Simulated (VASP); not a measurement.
# Ga in VASP: a series of runs

Ga is run at these levels: PBE; tasks: single point.

All numbers are computed with VASP 6.6.1; they aren't measurements. Logs are shortened: lines on timing, memory, paths and dates and some standing lists are left out, and cuts for length are marked.

### Step 1. The cell of the first run

The cell holds a slab with vacuum, 6 atoms: a = 2.985 Å, b = 2.985 Å, c = 24.928 Å, α = 90.00°, β = 90.00°, γ = 83.39°.

### Step 2. Single point, PBE

INCAR reads:

```
SYSTEM = Ga
ALGO = Normal ; EDIFF = 1E-6
ENCUT = 400 ; GGA = PE
GGA_COMPAT = .False. ; ISIF = 2
ISMEAR = -1 ; LASPH = .True.
LCHARG = .True. ; LELF = .True.
LREAL = .False. ; LVHAR = .True.
LWAVE = .False. ; NBANDS = 48
NELM = 120 ; NELMDL = -8
PREC = Accurate ; SIGMA = 0.05
```

KPOINTS reads:

```
k-points
0
Gamma
  9 9 1
  0 0 0
```

POSCAR reads:

```
Ga
1.0
    2.9851085407      0.0000000000      0.0000000000
    0.3437091101      2.9652549718      0.0000000000
    0.0000000000      0.0000000000     24.9277792079
Ga
6
Direct
    0.5000000000      0.5000000000      0.2838466896
    0.0000000000      0.0000000000      0.3717229845
    0.5000000000      0.5000000000      0.4578620227
    0.0000000000      0.0000000000      0.5421379773
    0.5000000000      0.5000000000      0.6282770155
    0.0000000000      0.0000000000      0.7161533104
```

Potentials or basis: VASP PAW PBE potentials, release 64 (Ga_d).

Started as:

```bash
$ cat potpaw_PBE.64/Ga_d/POTCAR > POTCAR
$ mpirun -np 1 vasp_std > vasp.out
```

OUTCAR:

```text
SYSTEM = Ga
   EDIFF = 1E-6
   ENCUT = 400
   GGA = PE
   ISIF = 2
   ISMEAR = -1
   LASPH = .True.
   LREAL = .False.
   NELM = 120
   NELMDL = -8
   PREC = Accurate

 ion  position               nearest neighbor table
   1  0.500  0.500  0.284-
   2  0.000  0.000  0.372-
   3  0.500  0.500  0.458-   4 2.89   4 2.89
   4  0.000  0.000  0.542-   3 2.89   3 2.89
   5  0.500  0.500  0.628-
   6  0.000  0.000  0.716-

  LATTYP: Found a base centered orthorhombic cell.
 ALAT       =     3.9711116831
 B/A-ratio  =     1.1226075607
 C/A-ratio  =     6.2772798141

  Lattice vectors:

 A1 = (  -0.3437091101,  -2.9652549718,   0.0000000000)
 A2 = (   2.9851085407,   0.0000000000,   0.0000000000)
 A3 = (   0.0000000000,   0.0000000000,  24.9277792079)

Analysis of symmetry for initial positions (statically):
=====================================================================
 Subroutine PRICEL returns:
 Original cell was already a primitive cell.

 Routine SETGRP: Setting up the symmetry group for a
 base centered orthorhombic supercell.

 Subroutine GETGRP returns: Found  8 space group operations
 (whereof  4 operations were pure point group operations)
 out of a pool of  8 trial point group operations.

The static configuration has the point symmetry C_2v.
 The point group associated with its full space group is D_2h.

Analysis of symmetry for dynamics (positions and initial velocities):
=====================================================================
 Subroutine PRICEL returns:
 Original cell was already a primitive cell.

 Routine SETGRP: Setting up the symmetry group for a
 base centered orthorhombic supercell.

 Subroutine GETGRP returns: Found  8 space group operations
 (whereof  4 operations were pure point group operations)
 out of a pool of  8 trial point group operations.

The dynamic configuration has the point symmetry C_2v.
 The point group associated with its full space group is D_2h.

 Subroutine INISYM returns: Found  8 space group operations
 (whereof  4 operations are pure point group operations),
 and found     1 'primitive' translations

----------------------------------------------------------------------------------------

                                     Primitive cell

  volume of cell :     220.6509

  direct lattice vectors                    reciprocal lattice vectors
     2.985108541  0.000000000  0.000000000     0.334996194 -0.038830133  0.000000000
     0.343709110  2.965254972  0.000000000     0.000000000  0.337239128  0.000000000
     0.000000000  0.000000000 24.927779208     0.000000000  0.000000000  0.040115888

  length of vectors
     2.985108541  2.985108541 24.927779208     0.337239128  0.337239128  0.040115888

  position of ions in fractional coordinates (direct lattice)
     0.500000000  0.500000000  0.283846690
     0.000000000  0.000000000  0.371722985
     0.500000000  0.500000000  0.457862023
     0.000000000  0.000000000  0.542137977
     0.500000000  0.500000000  0.628277015
     0.000000000  0.000000000  0.716153310

  ion indices of the primitive-cell ions
   primitive index   ion index
                 1           1
                 2           2
                 3           3
                 4           4
                 5           5
                 6           6

----------------------------------------------------------------------------------------

 KPOINTS: k-points

Automatic generation of k-mesh.
 Grid dimensions read from file:
 generate k-points for:    9    9    1

 Generating k-lattice:

  Cartesian coordinates                     Fractional coordinates (reciprocal lattice)
     0.037221799 -0.004314459  0.000000000     0.111111111  0.000000000  0.000000000
     0.000000000  0.037471014  0.000000000     0.000000000  0.111111111  0.000000000
     0.000000000  0.000000000  0.040115888     0.000000000  0.000000000  1.000000000

  Length of vectors
     0.037471014  0.037471014  0.040115888

  Shift w.r.t. Gamma in fractional coordinates (k-lattice)
     0.000000000  0.000000000  0.000000000

 Subroutine IBZKPT returns following result:
 ===========================================

 Found     25 irreducible k-points:

 Following reciprocal coordinates:
            Coordinates               Weight
  0.000000  0.000000  0.000000      1.000000
  0.111111 -0.000000  0.000000      4.000000
  0.222222 -0.000000  0.000000      4.000000
  0.333333 -0.000000  0.000000      4.000000
  0.444444 -0.000000  0.000000      4.000000
  0.111111  0.111111  0.000000      2.000000
[... 16 lines left out ...]
 -0.333333  0.333333  0.000000      2.000000
  0.444444  0.444444  0.000000      2.000000
   k-points           NKPTS =     25   k-points in BZ     NKDIM =     25   number of bands    NBANDS=     48
   number of dos      NEDOS =    301   number of ions     NIONS =      6
   total plane-waves  NPLWV =  67200
   dimension x,y,z NGX =    20 NGY =   20 NGZ =  168
   dimension x,y,z NGXF=    40 NGYF=   40 NGZF=  336
   ions per type =               6
   NGX,Y,Z   is equivalent  to a cutoff of  11.14, 11.14, 11.20 a.u.
   NGXF,Y,Z  is equivalent  to a cutoff of  22.28, 22.28, 22.41 a.u.
 SYSTEM =  Ga
   PREC   = accura    normal or accurate (medium, high low for compatibility)
   ISTART =      0    job   : 0-new  1-cont  2-samecut
   ICHARG =      2    charge: 1-file 2-atom 10-const
   ISPIN  =      1    spin polarized calculation?
   LNONCOLLINEAR =      F non collinear calculations
   LSORBIT =      F    spin-orbit coupling
   LASPH  =      T    aspherical Exc in radial PAW
   ENCUT  =  400.0 eV  29.40 Ry    5.42 a.u.   4.87  4.87 40.65*2*pi/ulx,y,z
   NELM   =    120;   NELMIN=  2; NELMDL= -8     # of ELM steps
   EDIFF  = 0.1E-05   stopping-criterion for ELM
   LREAL  =      F    real-space projection
[... 7 lines left out ...]
   TEBEG  =    0.0;   TEEND  =   0.0 temperature during run
   PSTRESS=    0.0 pullay stress
   NELECT =      78.0000    total number of electrons
   NUPDOWN=      -1.0000    fix difference up-down
   EMIN   =  10.00;   EMAX   =-10.00  energy-range for DOS
   EFERMI =   0.00;   METHOD = LEGACY
   ISMEAR =    -1;   SIGMA  =   0.05  broadening in eV -4-tet -1-fermi 0-gaus
   EFERMI_NEDOS =   21; number of points for ismear=-14 and -15
   IALGO  =     38    algorithm
   IMIX   =      4    mixing-type and parameters
     AMIX     =   0.40;   BMIX     =  1.00
     AMIX_MAG =   1.60;   BMIX_MAG =  1.00
  volume/ion in A,a.u.               =      36.78       248.17
  Fermi-wavevector in a.u.,A,eV,Ry     =   1.157545  2.187442 18.230579  1.339910
  Thomas-Fermi vector in A             =   2.294155
   LORBIT       =      0    0 simple, 1 ext, 2 COOP (PROOUT), +10 PAW based schemes
   GGA     = PE    functional components
   LHFCALC =     F    Hartree Fock is set to
   AEXX    =    0.0000 exact exchange contribution
   IVDW    =     0    specifies the selected vdW correction
   LEPSILON=     F    determine dielectric tensor
   LRPA    =     F    only Hartree local field effects (RPA)
 non-spin polarized calculation
  energy-cutoff  :      400.00
  volume of cell :      220.65
 maximum number of plane-waves:      4055
   NGX =  9   NGY =  9   NGZ = 81

 number of electron      77.9999885 magnetization

 Free energy of the ion-electron system (eV)
  ---------------------------------------------------
  ext. energy  EPLUGINS =         0.00000000
  ---------------------------------------------------
  free energy    TOTEN  =       -16.82219978 eV

  energy without entropy =      -16.80459972  energy(sigma->0) =      -16.81339975

 E-fermi :   0.9109     XC(G=0):  -6.3715

 val. band max:        0.9068851789   @ k =   0.4444   0.4444   0.0000
 cond. band min:       0.9206424363   @ k =  -0.2222   0.2222   0.0000
 fundamental gap:      0.0137572574
 Fermi energy:         0.9108938173

 k-point     1 :       0.0000    0.0000    0.0000
  band No.  band energies     occupation
      1     -14.1708      2.00000
      2     -14.1211      2.00000
      3     -14.1124      2.00000
      4     -14.0878      2.00000
      5     -14.0604      2.00000
      6     -14.0532      2.00000
[... 40 lines left out ...]
     47       7.4182      0.00000
     48       7.6365      0.00000

 k-point     2 :       0.1111   -0.0000    0.0000
  band No.  band energies     occupation
      1     -14.1536      2.00000
      2     -14.1061      2.00000
      3     -14.0961      2.00000
      4     -14.0746      2.00000
      5     -14.0498      2.00000
      6     -14.0460      2.00000
[... 40 lines left out ...]
     47       7.0178      0.00000
     48       7.0274      0.00000

 k-point     3 :       0.2222   -0.0000    0.0000
  band No.  band energies     occupation
      1     -14.1215      2.00000
      2     -14.0811      2.00000
      3     -14.0611      2.00000
      4     -14.0449      2.00000
      5     -14.0399      2.00000
      6     -14.0376      2.00000
[... 40 lines left out ...]
     47       7.0042      0.00000
     48       7.1295      0.00000

 k-point     4 :       0.3333   -0.0000    0.0000
  band No.  band energies     occupation
      1     -14.0941      2.00000
      2     -14.0713      2.00000
      3     -14.0642      2.00000
      4     -14.0401      2.00000
      5     -14.0382      2.00000
      6     -14.0304      2.00000
[... 958 lines left out ...]
     47       4.2298      0.00000
     48       4.7511      0.00000

 k-point    23 :      -0.3333    0.3333    0.0000
  band No.  band energies     occupation
      1     -14.1044      2.00000
      2     -14.1019      2.00000
      3     -14.0913      2.00000
      4     -14.0459      2.00000
      5     -14.0434      2.00000
      6     -14.0299      2.00000
[... 40 lines left out ...]
     47       3.6127      0.00000
     48       5.2326      0.00000

 k-point    24 :       0.4444    0.4444    0.0000
  band No.  band energies     occupation
      1     -14.1662      2.00000
      2     -14.1423      2.00000
      3     -14.1145      2.00000
      4     -14.1113      2.00000
      5     -14.0827      2.00000
      6     -14.0685      2.00000
[... 40 lines left out ...]
     47       3.7003      0.00000
     48       3.7990      0.00000

 [... further k-points ...]
[... 5 lines left out ...]
  --------------------------------------------------------------------------------------
  -------------------------------------------------------------------------------------
  Total       -2.4224968     -2.4366455     -0.2962556      0.0610323      0.0000000      0.0000000
  in kB      -17.5900887    -17.6928249     -2.1511532      0.4431641      0.0000000      0.0000000
  external PRESSURE =     -12.4780223 kB  Pullay stress =       0.0000000 kB

 VOLUME and BASIS-vectors are now :
 -----------------------------------------------------------------------------
  energy-cutoff  :      400.00
  volume of cell :      220.65
      direct lattice vectors                 reciprocal lattice vectors
     2.985108541  0.000000000  0.000000000     0.334996194 -0.038830133  0.000000000
     0.343709110  2.965254972  0.000000000     0.000000000  0.337239128  0.000000000
     0.000000000  0.000000000 24.927779208     0.000000000  0.000000000  0.040115888

 POSITION                                       TOTAL-FORCE (eV/Angst)
 -----------------------------------------------------------------------------------
      1.66441      1.48263      7.07567        -0.000000      0.000000     -0.003978
      0.00000      0.00000      9.26623        -0.000000      0.000000     -0.000609
      1.66441      1.48263     11.41348        -0.000000      0.000000     -0.003475
      0.00000      0.00000     13.51430         0.000000      0.000000      0.003475
      1.66441      1.48263     15.66155         0.000000      0.000000      0.000609
      0.00000      0.00000     17.85211         0.000000      0.000000      0.003978
 -----------------------------------------------------------------------------------
    total drift:                               -0.000000     -0.000000      0.000000

  FREE ENERGIE OF THE ION-ELECTRON SYSTEM (eV)
  ---------------------------------------------------
  free  energy   TOTEN  =       -16.8221997781 eV

  energy  without entropy=      -16.8045997246  energy(sigma->0) =      -16.81339975
```

It took 9.9 min on 1 thread of Intel Xeon 8259CL, shared host; peak memory 0.31 GiB.

What came out:

```
Free energy            : -16.8222 eV
Largest force          : 0.004 eV/Å
Band gap on the k mesh : zero (bands 39 and 40 overlap by 3.63 eV)
```

Forces on the atoms (eV/Å):
```
Ga   0.000  0.000 -0.004
Ga   0.000  0.000 -0.001
Ga   0.000  0.000 -0.003
Ga   0.000  0.000  0.003
Ga   0.000  0.000  0.001
Ga   0.000  0.000  0.004
```

Caveat: there is no dipole correction, which matters where the two faces differ.

### Step 3. Single point, PBE

INCAR reads:

```
PREC     = Accurate       # precision mode
ENCUT    = 520            # plane-wave cutoff, eV
EDIFF    = 1E-6           # SCF threshold, eV
ISMEAR   = -1             # smearing method
SIGMA    = 0.05           # smearing width, eV
LREAL    = False          # projectors in reciprocal space
LASPH    = True           # aspherical terms in the spheres
NELM     = 60             # most SCF steps
ALGO     = Normal         # electronic algorithm
ISIF     = 2              # what is computed and relaxed
LWAVE    = False          # write WAVECAR
LCHARG   = False          # write CHGCAR
LDIPOL   = True         
IDIPOL   = 3            
DIPOL    = 0.5 0.5 0.500
GGA      = PE             # functional
NBANDS   = 48             # bands
```

KPOINTS reads:

```
Automatic mesh
0
Gamma
  9 9 1
```

POSCAR reads:

```
Ga
1.0
    2.9851085407      0.0000000000      0.0000000000
    0.3437091101      2.9652549718      0.0000000000
    0.0000000000      0.0000000000     24.9277792079
Ga
6
Direct
    0.5000000000      0.5000000000      0.3008691604
    0.0000000000      0.0000000000      0.3805214962
    0.5000000000      0.5000000000      0.4601738321
    0.0000000000      0.0000000000      0.5398261679
    0.5000000000      0.5000000000      0.6194785038
    0.0000000000      0.0000000000      0.6991308396
```

Potentials or basis: VASP PAW PBE potentials, release 64 (Ga_d).

Started as:

```bash
$ cat potpaw_PBE.64/Ga_d/POTCAR > POTCAR
$ mpirun -np 1 vasp_std > vasp.out
```

Run time: 5.5 min. Hardware: 1 thread of Intel Xeon Platinum 8259CL at 2.50GHz (Skylake/Cascade Lake), shared host; peak memory 0.41 GiB.

It converged, with:

| Item | Value |
| --- | --- |
| Free energy | -16.7170 eV |
| Largest force | 0.276 eV/Å |
| Band gap on the k mesh | zero (bands 39 and 40 overlap by 4.32 eV) |

Forces in eV/Å, atoms in the order of the input:
```
Ga   0.000  0.000 -0.276
Ga   0.000  0.000  0.050
Ga   0.000  0.000 -0.005
Ga   0.000  0.000  0.005
Ga   0.000  0.000 -0.050
Ga   0.000  0.000  0.276
```

Levels at points of the mesh, in eV from the Fermi level:
```csv
k point,band 36,band 37,band 38,band 39,band 40,band 41,band 42,band 43
"(0.00, 0.00, 0.00)",-3.65,-1.67,1.24,3.18,4.10,4.37,4.39,5.14
```

The gap in the log of VASP goes by the Fermi energy; the results here count the filled bands.